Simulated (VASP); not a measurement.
# ZnS in VASP: notebook, part 2 of 2

VASP 6.6.1. Earlier steps stand in the parts before.

### 3 Single point, PBE

This run uses another cell than the first one, of 17.26 Å³/atom, 0.813 times its volume.

Input file INCAR:

```
PREC     = Accurate       # precision mode
ENCUT    = 520            # plane-wave cutoff, eV
EDIFF    = 1E-6           # SCF threshold, eV
ISMEAR   = 0              # smearing method
SIGMA    = 0.1            # smearing width, eV
LREAL    = F              # projectors in reciprocal space
LASPH    = T              # aspherical terms in the spheres
NELM     = 100            # most SCF steps
ALGO     = Normal         # electronic algorithm
ISIF     = 2              # what is computed and relaxed
LWAVE    = F              # write WAVECAR
LCHARG   = F              # write CHGCAR
GGA      = PE             # functional
NBANDS   = 46             # bands
```

Input file KPOINTS:

```
Automatic mesh
0
Gamma
  4 4 6
```

Input file POSCAR:

```
ZnS
1.0
    6.1269307400      0.0000000000      0.0000000000
    0.0000000000      6.1269307400      0.0000000000
    0.0000000000      0.0000000000      3.6772445200
Zn S
4 4
Direct
    0.6804985700      0.6804985700      0.0000000000
    0.1804985700      0.8195014300      0.5000000000
    0.8195014300      0.1804985700      0.5000000000
    0.3195014300      0.3195014300      0.0000000000
    0.8195014300      0.8195014300      0.5000000000
    0.1804985700      0.1804985700      0.5000000000
    0.6804985700      0.3195014300      0.0000000000
    0.3195014300      0.6804985700      0.0000000000
```

Potentials or basis: VASP PAW PBE potentials, release 64 (Zn, S).

Command:

```bash
> cat potpaw_PBE.64/Zn/POTCAR potpaw_PBE.64/S/POTCAR > POTCAR
> mpirun -np 1 vasp_std > vasp.out
```

OUTCAR:

```text
PREC = Accurate
   ENCUT = 520
   EDIFF = 1E-6
   ISMEAR = 0
   LREAL = F
   LASPH = T
   NELM = 100
   ISIF = 2
   GGA = PE

 ion  position               nearest neighbor table
   1  0.680  0.680  0.000-   5 2.20   5 2.20   8 2.21   7 2.21
   2  0.180  0.820  0.500-   8 2.20   8 2.20   5 2.21   6 2.21
   3  0.820  0.180  0.500-   7 2.20   7 2.20   5 2.21   6 2.21
   4  0.320  0.320  0.000-   6 2.20   6 2.20   8 2.21   7 2.21
   5  0.820  0.820  0.500-   1 2.20   1 2.20   3 2.21   2 2.21
   6  0.180  0.180  0.500-   4 2.20   4 2.20   2 2.21   3 2.21
   7  0.680  0.320  0.000-   3 2.20   3 2.20   4 2.21   1 2.21
   8  0.320  0.680  0.000-   2 2.20   2 2.20   4 2.21   1 2.21

  LATTYP: Found a simple tetragonal cell.
 ALAT       =     6.1269307400
 C/A-ratio  =     0.6001772627

  Lattice vectors:

 A1 = (   6.1269307400,   0.0000000000,   0.0000000000)
 A2 = (   0.0000000000,   6.1269307400,   0.0000000000)
 A3 = (   0.0000000000,   0.0000000000,   3.6772445200)

Analysis of symmetry for initial positions (statically):
=====================================================================
 Subroutine PRICEL returns:
 Original cell was already a primitive cell.

 Routine SETGRP: Setting up the symmetry group for a
 simple tetragonal supercell.

 Subroutine GETGRP returns: Found 16 space group operations
 (whereof  8 operations were pure point group operations)
 out of a pool of 16 trial point group operations.

The static configuration has the point symmetry D_2h.
 The point group associated with its full space group is D_4h.

Analysis of symmetry for dynamics (positions and initial velocities):
=====================================================================
 Subroutine PRICEL returns:
 Original cell was already a primitive cell.

 Routine SETGRP: Setting up the symmetry group for a
 simple tetragonal supercell.

 Subroutine GETGRP returns: Found 16 space group operations
 (whereof  8 operations were pure point group operations)
 out of a pool of 16 trial point group operations.

The dynamic configuration has the point symmetry D_2h.
 The point group associated with its full space group is D_4h.

 Subroutine INISYM returns: Found 16 space group operations
 (whereof  8 operations are pure point group operations),
 and found     1 'primitive' translations

----------------------------------------------------------------------------------------

                                     Primitive cell

  volume of cell :     138.0411

  direct lattice vectors                    reciprocal lattice vectors
     6.126930740  0.000000000  0.000000000     0.163213857  0.000000000  0.000000000
     0.000000000  6.126930740  0.000000000     0.000000000  0.163213857  0.000000000
     0.000000000  0.000000000  3.677244520     0.000000000  0.000000000  0.271942753

  length of vectors
     6.126930740  6.126930740  3.677244520     0.163213857  0.163213857  0.271942753

  position of ions in fractional coordinates (direct lattice)
     0.680498570  0.680498570  0.000000000
     0.180498570  0.819501430  0.500000000
     0.819501430  0.180498570  0.500000000
     0.319501430  0.319501430  0.000000000
     0.819501430  0.819501430  0.500000000
     0.180498570  0.180498570  0.500000000
[... 45 lines left out ...]
  0.250000  0.250000  0.000000      4.000000
  0.500000  0.250000  0.000000      4.000000
  0.500000  0.500000  0.000000      1.000000
[... 16 lines left out ...]
  0.500000  0.250000  0.500000      4.000000
  0.500000  0.500000  0.500000      1.000000
   k-points           NKPTS =     24   k-points in BZ     NKDIM =     24   number of bands    NBANDS=     46
   number of dos      NEDOS =    301   number of ions     NIONS =      8
   total plane-waves  NPLWV =  64512
   dimension x,y,z NGX =    48 NGY =   48 NGZ =   28
   dimension x,y,z NGXF=    96 NGYF=   96 NGZF=   56
   ions per type =               4   4
   NGX,Y,Z   is equivalent  to a cutoff of  13.02, 13.02, 12.66 a.u.
   NGXF,Y,Z  is equivalent  to a cutoff of  26.05, 26.05, 25.32 a.u.
 SYSTEM =  unknown system
   PREC   = accura    normal or accurate (medium, high low for compatibility)
   ISTART =      0    job   : 0-new  1-cont  2-samecut
   ICHARG =      2    charge: 1-file 2-atom 10-const
   ISPIN  =      1    spin polarized calculation?
   LNONCOLLINEAR =      F non collinear calculations
   LSORBIT =      F    spin-orbit coupling
   LASPH  =      T    aspherical Exc in radial PAW
   ENCUT  =  520.0 eV  38.22 Ry    6.18 a.u.  11.39 11.39  6.84*2*pi/ulx,y,z
   NELM   =    100;   NELMIN=  2; NELMDL= -5     # of ELM steps
   EDIFF  = 0.1E-05   stopping-criterion for ELM
   LREAL  =      F    real-space projection
   EDIFFG = 0.1E-04   stopping-criterion for IOM
   NSW    =      0    number of steps for IOM
   IBRION =     -1    ionic relax: 0-MD 1-quasi-New 2-CG
   NFREE  =      0    steps in history (QN), initial steepest desc. (CG)
   ISIF   =      2    stress and relaxation
   ISYM   =      2    0-nonsym 1-usesym 2-fastsym
   POTIM  = 0.5000    time-step for ionic-motion
   TEBEG  =    0.0;   TEEND  =   0.0 temperature during run
   PSTRESS=    0.0 pullay stress
   NELECT =      72.0000    total number of electrons
   NUPDOWN=      -1.0000    fix difference up-down
   EMIN   =  10.00;   EMAX   =-10.00  energy-range for DOS
   EFERMI =   0.00;   METHOD = LEGACY
   ISMEAR =     0;   SIGMA  =   0.10  broadening in eV -4-tet -1-fermi 0-gaus
   EFERMI_NEDOS =   21; number of points for ismear=-14 and -15
   IALGO  =     38    algorithm
   IMIX   =      4    mixing-type and parameters
     AMIX     =   0.40;   BMIX     =  1.00
     AMIX_MAG =   1.60;   BMIX_MAG =  1.00
  volume/ion in A,a.u.               =      17.26       116.44
  Fermi-wavevector in a.u.,A,eV,Ry     =   1.317800  2.490281 23.627835  1.736597
  Thomas-Fermi vector in A             =   2.447815
   LORBIT       =      0    0 simple, 1 ext, 2 COOP (PROOUT), +10 PAW based schemes
   GGA     = PE    functional components
   LHFCALC =     F    Hartree Fock is set to
   AEXX    =    0.0000 exact exchange contribution
   IVDW    =     0    specifies the selected vdW correction
   LEPSILON=     F    determine dielectric tensor
   LRPA    =     F    only Hartree local field effects (RPA)
 non-spin polarized calculation
 Gauss-broadening in eV      SIGMA  =   0.10
  energy-cutoff  :      520.00
  volume of cell :      138.04
 maximum number of plane-waves:      3756
 NGX is ok and might be reduce to    48
   NGX = 23   NGY = 23   NGZ = 13

 number of electron      72.0000040 magnetization

 Free energy of the ion-electron system (eV)
  ---------------------------------------------------
  ext. energy  EPLUGINS =         0.00000000
  ---------------------------------------------------
  free energy    TOTEN  =       -25.18260760 eV

  energy without entropy =      -25.18260760  energy(sigma->0) =      -25.18260760

 E-fermi :   4.0049     XC(G=0): -10.1896

 val. band max:        3.5632131974   @ k =   0.0000   0.0000   0.0000
 cond. band min:       6.5309526994   @ k =   0.0000   0.0000   0.0000
 fundamental gap:      2.9677395020
 Fermi energy:         4.0049207262

 k-point     1 :       0.0000    0.0000    0.0000
  band No.  band energies     occupation
      1     -10.9600      2.00000
      2      -9.5895      2.00000
      3      -9.5895      2.00000
      4      -9.4552      2.00000
      5      -3.9439      2.00000
      6      -3.8657      2.00000
[... 1165 lines left out ...]
     45      12.1793      0.00000
     46      12.1796      0.00000

------------------------ aborting loop because EDIFF is reached ----------------------------------------

  FORCE on cell =-STRESS in cart. coord.  units (eV):
  Direction    XX          YY          ZZ          XY          YZ          ZX
  --------------------------------------------------------------------------------------
  -------------------------------------------------------------------------------------
  Total       20.1878005     20.1878005     15.8101603      0.0000000      0.0000000      0.0000000
  in kB      234.3101678    234.3101678    183.5009871      0.0000000      0.0000000      0.0000000
  external PRESSURE =     217.3737743 kB  Pullay stress =       0.0000000 kB

 VOLUME and BASIS-vectors are now :
 -----------------------------------------------------------------------------
  energy-cutoff  :      520.00
  volume of cell :      138.04
      direct lattice vectors                 reciprocal lattice vectors
     6.126930740  0.000000000  0.000000000     0.163213857  0.000000000  0.000000000
     0.000000000  6.126930740  0.000000000     0.000000000  0.163213857  0.000000000
     0.000000000  0.000000000  3.677244520     0.000000000  0.000000000  0.271942753

 POSITION                                       TOTAL-FORCE (eV/Angst)
 -----------------------------------------------------------------------------------
      4.16937      4.16937      0.00000         0.374854      0.374854      0.000000
      1.10590      5.02103      1.83862         0.374854     -0.374854      0.000000
      5.02103      1.10590      1.83862        -0.374854      0.374854      0.000000
      1.95756      1.95756      0.00000        -0.374854     -0.374854      0.000000
      5.02103      5.02103      1.83862        -0.802223     -0.802223     -0.000000
      1.10590      1.10590      1.83862         0.802223      0.802223      0.000000
      4.16937      1.95756      0.00000         0.802223     -0.802223     -0.000000
      1.95756      4.16937      0.00000        -0.802223      0.802223      0.000000
 -----------------------------------------------------------------------------------
    total drift:                                0.000000     -0.000000     -0.000000

  FREE ENERGIE OF THE ION-ELECTRON SYSTEM (eV)
  ---------------------------------------------------
  free  energy   TOTEN  =       -25.1826076033 eV

  energy  without entropy=      -25.1826076033  energy(sigma->0) =      -25.18260760
```

Run time: 1.7 min. Hardware: 1 thread of Intel Xeon 6975P-C (Granite Rapids), shared host; peak memory 0.29 GiB.

Results:

```yaml
Free_energy: -25.1826 eV
Pressure: 21.7 GPa
Largest_force: 1.135 eV/Å
Band_gap_on_the_k_mesh: 2.97 eV, direct
```

Forces in eV/Å, atoms in the order of the input:
```
Zn   0.375  0.375  0.000
Zn   0.375 -0.375  0.000
Zn  -0.375  0.375  0.000
Zn  -0.375 -0.375  0.000
S   -0.802 -0.802  0.000
S    0.802  0.802  0.000
S    0.802 -0.802  0.000
S   -0.802  0.802  0.000
```

Stress tensor (GPa, compression positive):
```
23.43  0.00  0.00
 0.00 23.43  0.00
 0.00  0.00 18.35
```

Levels at points of the mesh, in eV from the valence-band top:
| k point | band 33 | band 34 | band 35 | band 36 | band 37 | band 38 | band 39 | band 40 |
| --- | --- | --- | --- | --- | --- | --- | --- | --- |
| (0.00, 0.00, 0.00) | -0.51 | -0.16 | 0.00 | 0.00 | 2.97 | 2.97 | 3.84 | 3.84 |
| (0.50, 0.00, 0.00) | -0.75 | -0.75 | -0.74 | -0.74 | 3.72 | 3.72 | 4.21 | 4.21 |
| (0.50, 0.50, 0.00) | -1.39 | -1.39 | -1.13 | -1.13 | 3.81 | 3.81 | 4.17 | 4.17 |
| (0.00, 0.00, 0.50) | -2.16 | -2.16 | -2.12 | -2.12 | 4.06 | 4.06 | 5.93 | 5.93 |
| (0.50, 0.00, 0.50) | -2.19 | -2.19 | -1.17 | -1.17 | 3.79 | 3.79 | 4.89 | 4.89 |
| (0.50, 0.50, 0.50) | -1.79 | -1.79 | -1.65 | -1.65 | 3.46 | 3.46 | 3.74 | 3.74 |

Caveat: forces of over 1 eV/Å act on the atoms, so gaps and moduli don't describe the material at rest.

### 4 Single point, PBE

Input file INCAR:

```
  ALGO = Normal
  EDIFF = 1E-7
  ENCUT = 520
  GGA = PE
  ISIF = 2
  ISMEAR = 0
  LASPH = True
  LCHARG = False
  LREAL = False
  LWAVE = False
  NBANDS = 46
  NELM = 100
  PREC = Accurate
  SIGMA = 0.1
```

Input file KPOINTS:

```
k-points
0
Gamma
  4 4 6
```

Input file POSCAR:

```
ZnS
1.0
    6.6319402901      0.0000000000      0.0000000000
    0.0000000000      6.6319402901      0.0000000000
    0.0000000000      0.0000000000      3.8632255335
Zn S
4 4
Direct
    0.6745938514      0.6745938514      0.0000000000
    0.1745938514      0.8254061486      0.5000000000
    0.8254061486      0.1745938514      0.5000000000
    0.3254061486      0.3254061486      0.0000000000
    0.8136789193      0.8136789193      0.5000000000
    0.1863210807      0.1863210807      0.5000000000
    0.6863210807      0.3136789193      0.0000000000
    0.3136789193      0.6863210807      0.0000000000
```

Command:

```bash
> cat potpaw_PBE.64/Zn/POTCAR potpaw_PBE.64/S/POTCAR > POTCAR
> mpirun -np 1 vasp_std > vasp.out
```

Run time: 2 min. Hardware: 1 thread of Intel Xeon 6975P-C (Granite Rapids), shared host; peak memory 0.32 GiB.

It converged, with:

```yaml
Free_energy: -27.0803 eV
Pressure: 0.1 GPa
Largest_force: 0.021 eV/Å
Band_gap_on_the_k_mesh: 2.17 eV, direct
```

Forces in eV/Å, atoms in the order of the input:
```
Zn   0.004  0.004  0.000
Zn   0.004 -0.004  0.000
Zn  -0.004  0.004  0.000
Zn  -0.004 -0.004  0.000
S    0.015  0.015  0.000
S   -0.015 -0.015  0.000
S   -0.015  0.015  0.000
S    0.015 -0.015  0.000
```

Stress tensor (GPa, compression positive):
```
0.01 0.00 0.00
0.00 0.01 0.00
0.00 0.00 0.14
```

Levels at points of the mesh, in eV from the valence-band top:
| k point | band 34 | band 35 | band 36 | band 37 | band 38 | band 39 |
| --- | --- | --- | --- | --- | --- | --- |
| (0.00, 0.00, 0.00) | -0.01 | 0.00 | 0.00 | 2.17 | 3.55 | 3.55 |
| (0.50, 0.00, 0.00) | -0.49 | -0.43 | -0.43 | 3.55 | 3.55 | 4.01 |
| (0.50, 0.50, 0.00) | -0.94 | -0.86 | -0.86 | 3.93 | 3.93 | 4.43 |
| (0.00, 0.00, 0.50) | -1.60 | -1.39 | -1.39 | 4.56 | 4.56 | 5.26 |
| (0.50, 0.00, 0.50) | -1.44 | -0.87 | -0.87 | 3.92 | 3.92 | 4.54 |
| (0.50, 0.50, 0.50) | -1.24 | -1.11 | -1.11 | 3.23 | 3.23 | 4.32 |

### 5 Single point, PBE

Input file INCAR:

```
  PREC = Accurate
  ENCUT = 520
  EDIFF = 1E-6
  ISMEAR = 0
  SIGMA = 0.02
  LREAL = F
  LASPH = T
  NELM = 60
  ALGO = Normal
  ISIF = 2
  LWAVE = F
  LCHARG = F
  GGA = PE
  NBANDS = 46
```

Input file KPOINTS:

```
regular mesh
0
Gamma
  4 4 8
```

Input file POSCAR:

```
ZnS
1.0
    6.6301744461      0.0000000000      0.0000000000
    0.0000000000      6.6301744461      0.0000000000
    0.0000000000      0.0000000000      3.8621455944
Zn S
4 4
Direct
    0.6751855577      0.6751855577      0.0000000000
    0.1751855577      0.8248144423      0.5000000000
    0.8248144423      0.1751855577      0.5000000000
    0.3248144423      0.3248144423      0.0000000000
    0.8142866915      0.8142866915      0.5000000000
    0.1857133085      0.1857133085      0.5000000000
    0.6857133085      0.3142866915      0.0000000000
    0.3142866915      0.6857133085      0.0000000000
```

Command:

```bash
> cat potpaw_PBE.64/Zn/POTCAR potpaw_PBE.64/S/POTCAR > POTCAR
> mpirun -np 1 vasp_std > vasp.out
```

Wall time 2.2 min (1 thread of Intel Xeon 6975P-C (Granite Rapids), shared host); peak memory 0.35 GiB.

It converged, with:

```
Free energy            : -27.0825 eV
Pressure               : 0.1 GPa
Largest force          : 0.003 eV/Å
Band gap on the k mesh : 2.17 eV, direct
```

Forces on the atoms (eV/Å):
```
Zn   0.000  0.000  0.000
Zn   0.000  0.000  0.000
Zn   0.000  0.000  0.000
Zn   0.000  0.000  0.000
S   -0.002 -0.002  0.000
S    0.002  0.002  0.000
S    0.002 -0.002  0.000
S   -0.002  0.002  0.000
```

Levels at points of the mesh, in eV from the valence-band top:
| k point | band 34 | band 35 | band 36 | band 37 | band 38 | band 39 |
| --- | --- | --- | --- | --- | --- | --- |
| (0.00, 0.00, 0.00) | -0.01 | 0.00 | 0.00 | 2.17 | 3.55 | 3.55 |
| (0.50, 0.00, 0.00) | -0.50 | -0.43 | -0.43 | 3.55 | 3.55 | 4.01 |
| (0.50, 0.50, 0.00) | -0.93 | -0.86 | -0.86 | 3.92 | 3.92 | 4.42 |
| (0.00, 0.00, 0.50) | -1.59 | -1.41 | -1.41 | 4.54 | 4.54 | 5.26 |
| (0.50, 0.00, 0.50) | -1.45 | -0.87 | -0.87 | 3.92 | 3.92 | 4.54 |
| (0.50, 0.50, 0.50) | -1.24 | -1.13 | -1.13 | 3.24 | 3.24 | 4.30 |

### 6 Overview

| cell | k mesh | smearing | gap on the mesh (eV) | pressure (GPa) | largest force (eV/Å) |
| --- | --- | --- | --- | --- | --- |
| a = 3.869, b = 6.633, c = 6.615 Å, angles 90.0, 90.0, 89.9°, 8 atoms | 4 × 2 × 2 | gaussian 0.1 eV | 2.16 | 0.1 | 0.02 |
| a = 6.127, b = 6.127, c = 3.677 Å, 8 atoms | 4 × 4 × 6 | gaussian 0.1 eV | 2.97 | 21.7 | 1.13 |
| a = 6.632, b = 6.632, c = 3.863 Å, 8 atoms | 4 × 4 × 6 | gaussian 0.1 eV | 2.17 | 0.1 | 0.02 |
| a = 6.630, b = 6.630, c = 3.862 Å, 8 atoms | 4 × 4 × 8 | gaussian 0.02 eV | 2.17 | 0.1 | - |

Alike in all rows: task single point; level PBE; potentials or basis VASP PAW PBE potentials, release 64 (Zn, S); no spin polarisation; cutoff (eV) 520.

Caveats: some runs use coarse meshes; forces of over 1 eV/Å act on the atoms, so gaps and moduli don't describe the material at rest (some runs).

Total energies depend on the potentials used, so only differences within one code and one set of settings carry meaning.
